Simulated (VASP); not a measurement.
A run of VASP 6.6.1 is set up as follows.

Contents of INCAR:

```
SYSTEM = Si3Ag
PREC = Accurate ; ENCUT = 520
EDIFF = 1E-6 ; ISMEAR = 0
SIGMA = 0.1 ; LREAL = .FALSE.
LASPH = .TRUE. ; NELM = 60
ALGO = Normal ; ISIF = 2
LWAVE = .FALSE. ; LCHARG = .FALSE.
GGA = PE ; NBANDS = 20
```

The input KPOINTS:

```
Automatic mesh
0
G
  12 12 12
  0 0 0
```

POSCAR

```
Si3Ag
1.0
    0.0000000000      3.1935306323      3.1935306323
    3.1935306323      0.0000000000      3.1935306323
    3.1935306323      3.1935306323      0.0000000000
Si Ag
3 1
Direct
    0.0000000000      0.0000000000      0.0000000000
    0.2500000000      0.2500000000      0.2500000000
    0.7500000000      0.7500000000      0.7500000000
    0.5000000000      0.5000000000      0.5000000000
```

Potentials or basis: VASP PAW PBE potentials, release 64 (Si, Ag).

Command:

```console
$ cat potpaw_PBE.64/Si/POTCAR potpaw_PBE.64/Ag/POTCAR > POTCAR
$ mpirun -np 1 vasp_std > vasp.out
```

Problem. Predict the pressure.

Solution. 0.0 GPa.

Problem. Estimate the band gap on the k mesh.

Solution. Zero (an odd number of electrons rules out a gap without spin polarisation).
